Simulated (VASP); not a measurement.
# KCl (Pm-3m) in VASP: further runs, part 2 of 2

VASP 6.6.1. Earlier steps stand in the parts before.

### Step 3. Single point, PBE-based screened hybrid

File POSCAR:

```
KCl
1.0
    3.8391960000      0.0000000000      0.0000000000
    0.0000000000      3.8391960000      0.0000000000
    0.0000000000      0.0000000000      3.8391960000
K Cl
1 1
Direct
    0.0000000000      0.0000000000      0.0000000000
    0.5000000000      0.5000000000      0.5000000000
```

File INCAR.step1:

```
PREC = Accurate
ENCUT = 520
EDIFF = 1E-5
ISMEAR = -1
SIGMA = 0.05
LREAL = F
LASPH = T
NELM = 100
ALGO = Normal
ISIF = 2
LWAVE = T
NBANDS = 15
GGA = PE
```

File INCAR.step2:

```
PREC = Accurate
ENCUT = 520
EDIFF = 1E-7
ISMEAR = -1
SIGMA = 0.05
LREAL = F
LASPH = T
NELM = 100
ALGO = Normal
ISIF = 2
LWAVE = F
LCHARG = T
GGA = PE
LHFCALC = T
AEXX = 0.3
HFSCREEN = 0.2
PRECFOCK = Normal
LELF = T
LVHAR = T
NBANDS = 15
ISTART = 1
```

File KPOINTS:

```
regular mesh
0
Gamma
  4 4 4
```

Potentials or basis: VASP PAW PBE potentials, release 64 (K_sv, Cl).

On the command line:

```
$ cat potpaw_PBE.64/K_sv/POTCAR potpaw_PBE.64/Cl/POTCAR > POTCAR
$ cp INCAR.step1 INCAR
$ mpirun -np 1 vasp_std > vasp.out
$ cp INCAR.step2 INCAR
$ mpirun -np 1 vasp_std > vasp.out
```

It took 4.4 min on 1 thread of Intel Xeon Platinum 8488C (Sapphire Rapids), shared host; peak memory 0.28 GiB.

It converged, with:

```
Free energy            : -7.9525 eV
Pressure               : -0.5 GPa
Band gap on the k mesh : 6.41 eV, indirect (least direct gap 6.63 eV)
```

Levels at points of the mesh, in eV from the valence-band top:
```csv
k point,band 4,band 5,band 6,band 7,band 8,band 9,band 10,band 11,band 12,band 13
"(0.00, 0.00, 0.00)",-12.36,-12.36,-0.22,-0.22,-0.22,6.41,8.31,8.31,12.89,12.89
"(0.50, 0.00, 0.00)",-12.33,-12.26,-1.88,-0.22,-0.22,9.38,9.85,10.09,11.85,12.73
"(0.50, 0.50, 0.00)",-12.59,-12.31,-1.30,-1.30,0.00,7.86,9.11,10.94,10.94,13.20
"(0.50, 0.50, 0.50)",-12.53,-12.53,-1.41,-1.41,-1.41,10.48,10.48,10.48,12.04,12.04
```

Caveat: the PAW data sets were made with another functional, which shifts forces and pressure a little.

### Step 4. Single point, PBEsol

File INCAR:

```
SYSTEM = KCl
  ALGO = Normal
  EDIFF = 1E-6
  ENCUT = 520
  GGA = PS
  ISIF = 2
  ISMEAR = -1
  LASPH = .TRUE.
  LCHARG = .FALSE.
  LREAL = .FALSE.
  LWAVE = .FALSE.
  NBANDS = 15
  NELM = 100
  PREC = Accurate
  SIGMA = 0.05
```

File KPOINTS:

```
k-points
0
G
  7 7 7
  0 0 0
```

POSCAR is that of step 3.

Potentials or basis: VASP PAW PBE potentials, release 64 (K_sv, Cl).

On the command line:

```
$ cat potpaw_PBE.64/K_sv/POTCAR potpaw_PBE.64/Cl/POTCAR > POTCAR
$ mpirun -np 1 vasp_std > vasp.out
```

OUTCAR:

```text
SYSTEM = KCl
   EDIFF = 1E-6
   ENCUT = 520
   GGA = PS
   ISIF = 2
   ISMEAR = -1
   LASPH = .TRUE.
   LREAL = .FALSE.
   NELM = 100
   PREC = Accurate

 ion  position               nearest neighbor table
   1  0.000  0.000  0.000-
   2  0.500  0.500  0.500-

  LATTYP: Found a simple cubic cell.
 ALAT       =     3.8391960000

  Lattice vectors:

 A1 = (   3.8391960000,   0.0000000000,   0.0000000000)
 A2 = (   0.0000000000,   3.8391960000,   0.0000000000)
[... 539 lines left out ...]

  FORCE on cell =-STRESS in cart. coord.  units (eV):
  Direction    XX          YY          ZZ          XY          YZ          ZX
  --------------------------------------------------------------------------------------
  -------------------------------------------------------------------------------------
  Total       -0.5035392     -0.5035392     -0.5035392     -0.0000000     -0.0000000     -0.0000000
  in kB      -14.2568319    -14.2568319    -14.2568319     -0.0000000     -0.0000000     -0.0000000
  external PRESSURE =     -14.2568319 kB  Pullay stress =       0.0000000 kB

 VOLUME and BASIS-vectors are now :
 -----------------------------------------------------------------------------
  energy-cutoff  :      520.00
  volume of cell :       56.59
      direct lattice vectors                 reciprocal lattice vectors
     3.839196000  0.000000000  0.000000000     0.260471203  0.000000000  0.000000000
     0.000000000  3.839196000  0.000000000     0.000000000  0.260471203  0.000000000
     0.000000000  0.000000000  3.839196000     0.000000000  0.000000000  0.260471203

 POSITION                                       TOTAL-FORCE (eV/Angst)
 -----------------------------------------------------------------------------------
      0.00000      0.00000      0.00000         0.000000      0.000000      0.000000
      1.91960      1.91960      1.91960         0.000000      0.000000      0.000000
 -----------------------------------------------------------------------------------
    total drift:                                0.000000      0.000000     -0.000000

  FREE ENERGIE OF THE ION-ELECTRON SYSTEM (eV)
  ---------------------------------------------------
  free  energy   TOTEN  =        -6.8962280852 eV

  energy  without entropy=       -6.8962280851  energy(sigma->0) =       -6.89622809
```

OSZICAR:

```text
N       E                     dE             d eps       ncg     rms          rms(c)
DAV:   1     0.984010272491E+02    0.98401E+02   -0.72082E+03   600   0.966E+02
DAV:   2    -0.166658561989E+01   -0.10007E+03   -0.92814E+02   769   0.241E+02
DAV:   3    -0.698143385063E+01   -0.53148E+01   -0.52894E+01   825   0.491E+01
DAV:   4    -0.716802141245E+01   -0.18659E+00   -0.18656E+00   886   0.831E+00
DAV:   5    -0.716976354785E+01   -0.17421E-02   -0.17421E-02   853   0.843E-01    0.278E+00
DAV:   6    -0.692702147465E+01    0.24274E+00   -0.25086E-01   754   0.311E+00    0.232E+00
DAV:   7    -0.689537936933E+01    0.31642E-01   -0.70622E-02   803   0.182E+00    0.140E+00
DAV:   8    -0.689597733535E+01   -0.59797E-03   -0.16034E-02   827   0.947E-01    0.208E-01
DAV:   9    -0.689601033809E+01   -0.33003E-04   -0.78647E-04   782   0.194E-01    0.102E-01
DAV:  10    -0.689623186614E+01   -0.22153E-03   -0.29058E-04   663   0.136E-01    0.338E-02
DAV:  11    -0.689622623852E+01    0.56276E-05   -0.38500E-05   852   0.446E-02    0.180E-02
DAV:  12    -0.689622818287E+01   -0.19443E-05   -0.39927E-06   649   0.131E-02    0.261E-03
DAV:  13    -0.689622808517E+01    0.97695E-07   -0.12455E-07   524   0.278E-03
   1 F= -.68962281E+01 E0= -.68962281E+01  d E =-.629150E-10
```

stdout:

```text
POSCAR found type information on POSCAR K Cl
 POSCAR found :  2 types and       2 ions
 scaLAPACK will be used
 -----------------------------------------------------------------------------
|                                                                             |
|                                                                             |
|     You enforced a specific xc type in the INCAR file but a different       |
|     I HOPE YOU KNOW WHAT YOU ARE DOING!                                     |
|                                                                             |
 -----------------------------------------------------------------------------

 LDA part: xc-table for (Slater+PW92), standard interpolation
 POSCAR, INCAR and KPOINTS ok, starting setup
 FFT: planning ... GRIDC
 FFT: planning ... GRID_SOFT
 FFT: planning ... GRID
 WAVECAR not read
 entering main loop
```

Wall time 13 s (1 thread of Intel Xeon Platinum 8375C at 2.90GHz (Ice Lake), shared host); peak memory 0.17 GiB.

What came out:

```yaml
Free_energy: -6.8962 eV
Pressure: -1.4 GPa
Band_gap_on_the_k_mesh: 4.64 eV, indirect (least direct gap 4.83 eV)
```

Caveat: the PAW data sets were made with another functional, which shifts forces and pressure a little. A k mesh can miss the band edges.

### Step 5. Single point, LDA

This run uses another cell than the first one, of 26.60 Å³/atom, 0.940 times its volume.

File INCAR:

```
SYSTEM = KCl
PREC = Accurate
ENCUT = 520
EDIFF = 1E-6
ISMEAR = -1
SIGMA = 0.05
LREAL = .False.
LASPH = .True.
NELM = 80
ALGO = Normal
ISIF = 2
LWAVE = .False.
LCHARG = .False.
GGA = CA
NBANDS = 15
```

File KPOINTS:

```
Automatic mesh
0
Gamma
  7 7 7
  0 0 0
```

File POSCAR:

```
KCl
1.0
    3.7608230702      0.0000000000      0.0000000000
    0.0000000000      3.7608230702      0.0000000000
    0.0000000000      0.0000000000      3.7608230702
K Cl
1 1
Direct
    0.0000000000      0.0000000000      0.0000000000
    0.5000000000      0.5000000000      0.5000000000
```

Potentials or basis: VASP PAW LDA potentials, release 64 (K_sv, Cl).

On the command line:

```
$ cat potpaw_LDA.64/K_sv/POTCAR potpaw_LDA.64/Cl/POTCAR > POTCAR
$ mpirun -np 1 vasp_std > vasp.out
```

Run time: 5.5 s. Hardware: 1 thread of Intel Xeon 6975P-C (Granite Rapids), shared host; peak memory 0.13 GiB.

Results (log left out):

- Free energy: -7.3119 eV
- Pressure: -2.2 GPa
- Band gap on the k mesh: 4.66 eV, indirect (least direct gap 4.85 eV)

Levels at points of the mesh, in eV from the valence-band top:
| k point | band 4 | band 5 | band 6 | band 7 | band 8 | band 9 | band 10 | band 11 | band 12 | band 13 |
| --- | --- | --- | --- | --- | --- | --- | --- | --- | --- | --- |
| (0.00, 0.00, 0.00) | -11.16 | -11.16 | -0.20 | -0.20 | -0.20 | 4.66 | 6.20 | 6.20 | 10.67 | 10.67 |

### Step 6. Summary

```csv
level,potentials or basis,cell,k mesh,grid for exact exchange (PRECFOCK),share of exact exchange,screening parameter,gap on the mesh (eV),pressure (GPa)
LDA,"VASP PAW LDA potentials, release 64 (K_sv, Cl)","a = 3.839 Å, 2 atoms",7 × 7 × 7,-,-,-,4.39,-3.1
PBE-based screened hybrid,"VASP PAW PBE potentials, release 64 (K_sv, Cl)","a = 3.839 Å, 2 atoms",4 × 4 × 4,Normal,0.3,0.2 1/Å,6.41,-0.5
PBEsol,"VASP PAW PBE potentials, release 64 (K_sv, Cl)","a = 3.839 Å, 2 atoms",7 × 7 × 7,-,-,-,4.64,-1.4
LDA,"VASP PAW LDA potentials, release 64 (K_sv, Cl)","a = 3.761 Å, 2 atoms",7 × 7 × 7,-,-,-,4.66,-2.2
```

Alike in all rows: task single point; no spin polarisation; cutoff (eV) 520; smearing fermi-dirac 0.05 eV.

Caveats: the PAW data sets were made with another functional, which shifts forces and pressure a little (some runs).

Total energies depend on the potentials used, so only differences within one code and one set of settings carry meaning.
